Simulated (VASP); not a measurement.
A run of VASP 6.6.1:

Contents of INCAR:

```
ALGO     = Normal         # electronic algorithm
EDIFF    = 1E-7           # SCF threshold, eV
ENCUT    = 520            # plane-wave cutoff, eV
GGA      = CA             # functional
ISIF     = 2              # what is computed and relaxed
ISMEAR   = -1             # smearing method
LASPH    = T              # aspherical terms in the spheres
LCHARG   = T              # write CHGCAR
LELF     = T              # ELF
LREAL    = F              # projectors in reciprocal space
LVHAR    = T            
LWAVE    = F              # write WAVECAR
NBANDS   = 19             # bands
NELM     = 60             # most SCF steps
PREC     = Accurate       # precision mode
SIGMA    = 0.08           # smearing width, eV
```

File KPOINTS:

```
k-points
0
Gamma
  13 13 6
```

File POSCAR:

```
Cd
1.0
    1.4629262631     -2.5338626154      0.0000000000
    1.4629262631      2.5338626154      0.0000000000
    0.0000000000      0.0000000000      5.3624821879
Cd
2
Direct
    0.6666666670      0.3333333330      0.2500000000
    0.3333333330      0.6666666670      0.7500000000
```

Potentials or basis: VASP PAW LDA potentials, release 64 (Cd).

Launch:

```sh
$ cat potpaw_LDA.64/Cd/POTCAR > POTCAR
$ mpirun -np 1 vasp_std > vasp.out
```

Hardware: 1 thread of AMD EPYC 7R43 64-Core Processor (Zen 3), on a shared host.

Estimate the wall time of this run.

It took 59 s on 1 thread of AMD EPYC 7R43 64-Core Processor (Zen 3), with other jobs on the host, peak memory 0.14 GiB. Counts: scf iterations 11, k points 84.
